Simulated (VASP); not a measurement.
# SrB (Fm-3m) in VASP: settings compared, part 2 of 2

VASP 6.6.1.

### Step 3. Single point, r2SCAN (volume scaled by 0.960)

Contents of POSCAR:

```
SrB
1.0
    0.0000000000      2.9516675736      2.9516675736
    2.9516675736      0.0000000000      2.9516675736
    2.9516675736      2.9516675736      0.0000000000
Sr B
1 1
Direct
    0.5000000000      0.5000000000      0.5000000000
    0.0000000000      0.0000000000      0.0000000000
```

Contents of INCAR.step1:

```
SYSTEM = SrB
PREC     = Accurate       ! precision mode
ENCUT    = 520            ! plane-wave cutoff, eV
ISMEAR   = 0              ! smearing method
SIGMA    = 0.05           ! smearing width, eV
LREAL    = .FALSE.        ! projectors in reciprocal space
LASPH    = .TRUE.         ! aspherical terms in the spheres
NELM     = 80             ! most SCF steps
NBANDS   = 14             ! bands
GGA      = PE             ! functional
ALGO     = Normal         ! electronic algorithm
EDIFF    = 1E-4           ! SCF threshold, eV
LWAVE    = .TRUE.         ! write WAVECAR
LCHARG   = .FALSE.        ! write CHGCAR
```

Contents of INCAR.step2:

```
SYSTEM = SrB
PREC     = Accurate       ! precision mode
ENCUT    = 520            ! plane-wave cutoff, eV
EDIFF    = 1E-6           ! SCF threshold, eV
ISMEAR   = 0              ! smearing method
SIGMA    = 0.05           ! smearing width, eV
LREAL    = .FALSE.        ! projectors in reciprocal space
LASPH    = .TRUE.         ! aspherical terms in the spheres
NELM     = 80             ! most SCF steps
ALGO     = Normal         ! electronic algorithm
ISIF     = 2              ! what is computed and relaxed
LWAVE    = .FALSE.        ! write WAVECAR
LCHARG   = .FALSE.        ! write CHGCAR
METAGGA  = R2SCAN         ! meta-GGA
LMIXTAU  = .TRUE.       
NBANDS   = 14             ! bands
ISTART   = 1
```

Contents of KPOINTS:

```
Automatic mesh
0
G
  10 10 10
  0 0 0
```

Potentials or basis: VASP PAW PBE potentials, release 64 (Sr_sv, B).

The run is started by

```
cat potpaw_PBE.64/Sr_sv/POTCAR potpaw_PBE.64/B/POTCAR > POTCAR
cp INCAR.step1 INCAR
mpirun -np 1 vasp_std > vasp.out
cp INCAR.step2 INCAR
mpirun -np 1 vasp_std > vasp.out
```

OUTCAR:

```text
SYSTEM = SrB
   PREC = Accurate
   ENCUT = 520
   EDIFF = 1E-6
   ISMEAR = 0
   LREAL = .FALSE.
   LASPH = .TRUE.
   NELM = 80
   ISIF = 2
   METAGGA = R2SCAN
   ISTART = 1

 ion  position               nearest neighbor table
   1  0.500  0.500  0.500-   2 2.95   2 2.95   2 2.95   2 2.95   2 2.95   2 2.95
   2  0.000  0.000  0.000-   1 2.95   1 2.95   1 2.95   1 2.95   1 2.95   1 2.95

  LATTYP: Found a face centered cubic cell.
 ALAT       =     5.9033351472

  Lattice vectors:

 A1 = (   0.0000000000,   2.9516675736,   2.9516675736)
 A2 = (   2.9516675736,   0.0000000000,   2.9516675736)
 A3 = (   2.9516675736,   2.9516675736,   0.0000000000)

Analysis of symmetry for initial positions (statically):
=====================================================================
 Subroutine PRICEL returns:
 Original cell was already a primitive cell.

 Routine SETGRP: Setting up the symmetry group for a
 face centered cubic supercell.

 Subroutine GETGRP returns: Found 48 space group operations
 (whereof 48 operations were pure point group operations)
 out of a pool of 48 trial point group operations.

The static configuration has the point symmetry O_h .

Analysis of symmetry for dynamics (positions and initial velocities):
=====================================================================
 Subroutine PRICEL returns:
 Original cell was already a primitive cell.

 Routine SETGRP: Setting up the symmetry group for a
 face centered cubic supercell.

 Subroutine GETGRP returns: Found 48 space group operations
 (whereof 48 operations were pure point group operations)
 out of a pool of 48 trial point group operations.

The dynamic configuration has the point symmetry O_h .

 Subroutine INISYM returns: Found 48 space group operations
 (whereof 48 operations are pure point group operations),
 and found     1 'primitive' translations

----------------------------------------------------------------------------------------

                                     Primitive cell

[... 120 lines left out ...]
   LRPA    =     F    only Hartree local field effects (RPA)
 non-spin polarized calculation
 Gauss-broadening in eV      SIGMA  =   0.05
  energy-cutoff  :      520.00
  volume of cell :       51.43
 maximum number of plane-waves:      1411
   NGX = 15   NGY = 15   NGZ = 15

 number of electron      13.0000000 magnetization

 Free energy of the ion-electron system (eV)
  ---------------------------------------------------
  ext. energy  EPLUGINS =         0.00000000
  ---------------------------------------------------
  free energy    TOTEN  =       -20.07057905 eV

  energy without entropy =      -20.06564890  energy(sigma->0) =      -20.06811397

 E-fermi :   1.8152     XC(G=0):  -9.2080

 val. band max:        1.8106119194   @ k =  -0.3000   0.4000   0.2000
 cond. band min:       1.8244833699   @ k =   0.5000   0.3000   0.1000
 fundamental gap:      0.0138714506
 Fermi energy:         1.8151950857

 k-point     1 :       0.0000    0.0000    0.0000
  band No.  band energies     occupation
      1     -34.1359      2.00000
      2     -15.4542      2.00000
      3     -15.4542      2.00000
      4     -15.4542      2.00000
      5      -5.3676      2.00000
      6       3.5808      0.00000
      7       3.5808      0.00000
      8       3.5808      0.00000
      9       5.7503      0.00000
     10       5.7503      0.00000
     11       5.7503      0.00000
     12       7.1282      0.00000
     13       7.1282      0.00000
     14       7.5187      0.00000
[... 377 lines left out ...]
      1     -34.1110      2.00000
      2     -15.6903      2.00000
      3     -15.5465      2.00000
      4     -15.5366      2.00000
      5      -4.1903      2.00000
      6       0.8009      2.00000
      7       2.3705      0.00000
      8       2.6739      0.00000
      9       4.2176      0.00000
     10       8.3322      0.00000
     11       8.9880      0.00000
     12       9.0381      0.00000
     13       9.0801      0.00000
     14      11.3650      0.00000

 [... further k-points ...]

------------------------ aborting loop because EDIFF is reached ----------------------------------------

  FORCE on cell =-STRESS in cart. coord.  units (eV):
  Direction    XX          YY          ZZ          XY          YZ          ZX
  --------------------------------------------------------------------------------------
  -------------------------------------------------------------------------------------
  Total        0.5498240      0.5498240      0.5498240     -0.0000000      0.0000000     -0.0000000
  in kB       17.1278153     17.1278153     17.1278153     -0.0000000      0.0000000     -0.0000000
  external PRESSURE =      17.1278153 kB  Pullay stress =       0.0000000 kB

 VOLUME and BASIS-vectors are now :
 -----------------------------------------------------------------------------
  energy-cutoff  :      520.00
  volume of cell :       51.43
      direct lattice vectors                 reciprocal lattice vectors
     0.000000000  2.951667574  2.951667574    -0.169395770  0.169395770  0.169395770
     2.951667574  0.000000000  2.951667574     0.169395770 -0.169395770  0.169395770
     2.951667574  2.951667574  0.000000000     0.169395770  0.169395770 -0.169395770

 POSITION                                       TOTAL-FORCE (eV/Angst)
 -----------------------------------------------------------------------------------
      2.95167      2.95167      2.95167        -0.000000     -0.000000     -0.000000
      0.00000      0.00000      0.00000         0.000000      0.000000      0.000000
 -----------------------------------------------------------------------------------
    total drift:                               -0.000000     -0.000000      0.000000

  FREE ENERGIE OF THE ION-ELECTRON SYSTEM (eV)
  ---------------------------------------------------
  free  energy   TOTEN  =       -20.0705790517 eV

  energy  without entropy=      -20.0656488975  energy(sigma->0) =      -20.06811397
```

OUTCAR.step1:

```text
SYSTEM = SrB
   PREC = Accurate
   ENCUT = 520
   ISMEAR = 0
   LREAL = .FALSE.
   LASPH = .TRUE.
[... 629 lines left out ...]
      2.95167      2.95167      2.95167         0.000000     -0.000000      0.000000
      0.00000      0.00000      0.00000         0.000000      0.000000     -0.000000
 -----------------------------------------------------------------------------------
    total drift:                               -0.000000     -0.000000      0.000000

  FREE ENERGIE OF THE ION-ELECTRON SYSTEM (eV)
  ---------------------------------------------------
  free  energy   TOTEN  =        -5.9456380170 eV

  energy  without entropy=       -5.9399915946  energy(sigma->0) =       -5.94281481
```

OSZICAR.step1:

```text
N       E                     dE             d eps       ncg     rms          rms(c)
DAV:   1     0.449166003070E+02    0.44917E+02   -0.59063E+03  1316   0.791E+02
DAV:   2    -0.338424460594E+01   -0.48301E+02   -0.46670E+02  1772   0.169E+02
DAV:   3    -0.600598599683E+01   -0.26217E+01   -0.26042E+01  2168   0.300E+01
DAV:   4    -0.605624491294E+01   -0.50259E-01   -0.50249E-01  1644   0.282E+00
DAV:   5    -0.605697905840E+01   -0.73415E-03   -0.73413E-03  1816   0.254E-01    0.183E+01
DAV:   6    -0.594991237856E+01    0.10707E+00   -0.13162E-01  1610   0.203E+00    0.115E+01
DAV:   7    -0.594965248242E+01    0.25990E-03   -0.11573E-01  1766   0.220E+00    0.103E+00
DAV:   8    -0.594548175412E+01    0.41707E-02   -0.15242E-02  1586   0.564E-01    0.268E-01
DAV:   9    -0.594562858293E+01   -0.14683E-03   -0.70529E-04  1586   0.157E-01    0.252E-02
DAV:  10    -0.594563801699E+01   -0.94341E-05   -0.94476E-06   730   0.176E-02
   1 F= -.59456380E+01 E0= -.59428148E+01  d E =-.564642E-02
```

It took 38 s on 1 thread of Intel Xeon 6975P-C (Granite Rapids), shared host; peak memory 0.2 GiB.

Results:

```
Free energy : -20.0706 eV
Pressure    : 1.7 GPa
```

Levels at points of the mesh, in eV from the Fermi level:
```tsv
k point	band 3	band 4	band 5	band 6	band 7	band 8	band 9	band 10
(0.00, 0.00, 0.00)	-17.27	-17.27	-7.18	1.77	1.77	1.77	3.94	3.94
(0.50, 0.00, 0.00)	-17.30	-17.30	-5.37	-2.24	-0.03	-0.03	5.63	6.40
(0.50, 0.50, 0.00)	-17.38	-17.38	-6.00	-0.74	0.97	0.97	1.60	6.57
```

Caveat: the cell differs from its parent crystal (volume scaled by 0.960); the PAW data sets were made with another functional, which shifts forces and pressure a little.

### Step 4. Single point, r2SCAN (volume scaled by 0.980)

Contents of POSCAR:

```
SrB
1.0
    0.0000000000      2.9720245450      2.9720245450
    2.9720245450      0.0000000000      2.9720245450
    2.9720245450      2.9720245450      0.0000000000
Sr B
1 1
Direct
    0.5000000000      0.5000000000      0.5000000000
    0.0000000000      0.0000000000      0.0000000000
```

Contents of INCAR.step1:

```
SYSTEM = SrB
  PREC = Accurate
  ENCUT = 520
  ISMEAR = 0
  SIGMA = 0.05
  LREAL = .FALSE.
  LASPH = .TRUE.
  NELM = 60
  NBANDS = 14
  GGA = PE
  ALGO = Normal
  EDIFF = 1E-4
  LWAVE = .TRUE.
  LCHARG = .FALSE.
```

Contents of INCAR.step2:

```
SYSTEM = SrB
  PREC = Accurate
  ENCUT = 520
  EDIFF = 1E-6
  ISMEAR = 0
  SIGMA = 0.05
  LREAL = .FALSE.
  LASPH = .TRUE.
  NELM = 60
  ALGO = Normal
  ISIF = 2
  LWAVE = .FALSE.
  LCHARG = .TRUE.
  METAGGA = R2SCAN
  LMIXTAU = .TRUE.
  LELF = .TRUE.
  LVHAR = .TRUE.
  NBANDS = 14
  ISTART = 1
```

KPOINTS is that of step 3.

The run is started by

```
cat potpaw_PBE.64/Sr_sv/POTCAR potpaw_PBE.64/B/POTCAR > POTCAR
cp INCAR.step1 INCAR
mpirun -np 1 vasp_std > vasp.out
cp INCAR.step2 INCAR
mpirun -np 1 vasp_std > vasp.out
```

Run time: 42 s. Hardware: 1 thread of Intel Xeon 6975P-C (Granite Rapids), shared host; peak memory 0.2 GiB.

Results (log left out):

| Property | Result |
| --- | --- |
| Free energy | -20.0793 eV |
| Pressure | 0.8 GPa |

Levels at points of the mesh, in eV from the Fermi level:
```tsv
k point	band 3	band 4	band 5	band 6	band 7	band 8	band 9	band 10
(0.00, 0.00, 0.00)	-17.34	-17.34	-7.15	1.73	1.73	1.73	3.91	3.91
(0.50, 0.00, 0.00)	-17.37	-17.37	-5.40	-2.21	-0.02	-0.02	5.54	6.31
(0.50, 0.50, 0.00)	-17.44	-17.44	-5.98	-0.77	0.94	0.94	1.61	6.49
```

Caveat: the cell differs from its parent crystal (volume scaled by 0.980); the PAW data sets were made with another functional, which shifts forces and pressure a little.

### Step 5. Single point, r2SCAN

This run uses another cell than the first one, of 26.79 Å³/atom, 1.104 times its volume.

Contents of POSCAR:

```
SrB
1.0
    0.0000000000      2.9921064011      2.9921064011
    2.9921064011      0.0000000000      2.9921064011
    2.9921064011      2.9921064011      0.0000000000
Sr B
1 1
Direct
    0.5000000000      0.5000000000      0.5000000000
    0.0000000000      0.0000000000      0.0000000000
```

Contents of INCAR.step1:

```
PREC = Accurate ; ENCUT = 520
ISMEAR = 0 ; SIGMA = 0.05
LREAL = F ; LASPH = T
NELM = 80 ; NBANDS = 14
GGA = PE ; ALGO = Normal
EDIFF = 1E-4 ; LWAVE = T
LCHARG = F
```

Contents of INCAR.step2:

```
PREC = Accurate ; ENCUT = 520
EDIFF = 1E-6 ; ISMEAR = 0
SIGMA = 0.05 ; LREAL = F
LASPH = T ; NELM = 80
ALGO = Normal ; ISIF = 2
LWAVE = F ; LCHARG = F
METAGGA = R2SCAN ; LMIXTAU = T
NBANDS = 14 ; ISTART = 1
```

Contents of KPOINTS:

```
Automatic mesh
0
Gamma
  10 10 10
```

The run is started by

```
cat potpaw_PBE.64/Sr_sv/POTCAR potpaw_PBE.64/B/POTCAR > POTCAR
cp INCAR.step1 INCAR
mpirun -np 1 vasp_std > vasp.out
cp INCAR.step2 INCAR
mpirun -np 1 vasp_std > vasp.out
```

It took 46 s on 1 thread of Intel Xeon 6975P-C (Granite Rapids), shared host; peak memory 0.2 GiB.

Results (log left out):

```
Free energy : -20.0825 eV
Pressure    : 0.1 GPa
```

Levels at points of the mesh, in eV from the Fermi level:
```tsv
k point	band 3	band 4	band 5	band 6	band 7	band 8	band 9	band 10
(0.00, 0.00, 0.00)	-17.41	-17.41	-7.11	1.70	1.70	1.70	3.88	3.88
(0.50, 0.00, 0.00)	-17.43	-17.43	-5.42	-2.18	0.00	0.00	5.45	6.22
(0.50, 0.50, 0.00)	-17.50	-17.50	-5.96	-0.79	0.91	0.91	1.63	6.40
```

Caveat: the PAW data sets were made with another functional, which shifts forces and pressure a little.

### Step 6. Overview

| level | cell | k mesh | gap on the mesh (eV) | pressure (GPa) |
| --- | --- | --- | --- | --- |
| PBE | a = 4.094 Å, angles 60.0°, 2 atoms | 6 × 6 × 6 | none | 3.7 |
| r2SCAN | a = 4.174 Å, angles 60.0°, 2 atoms | 10 × 10 × 10 | none | 1.7 |
| r2SCAN | a = 4.203 Å, angles 60.0°, 2 atoms | 10 × 10 × 10 | none | 0.8 |
| r2SCAN | a = 4.231 Å, angles 60.0°, 2 atoms | 10 × 10 × 10 | none | 0.1 |

Alike in all rows: task single point; potentials or basis VASP PAW PBE potentials, release 64 (Sr_sv, B); no spin polarisation; cutoff (eV) 520; smearing gaussian 0.05 eV.

Caveats: the PAW data sets were made with another functional, which shifts forces and pressure a little (some runs).

Total energies depend on the potentials used, so only differences within one code and one set of settings carry meaning.
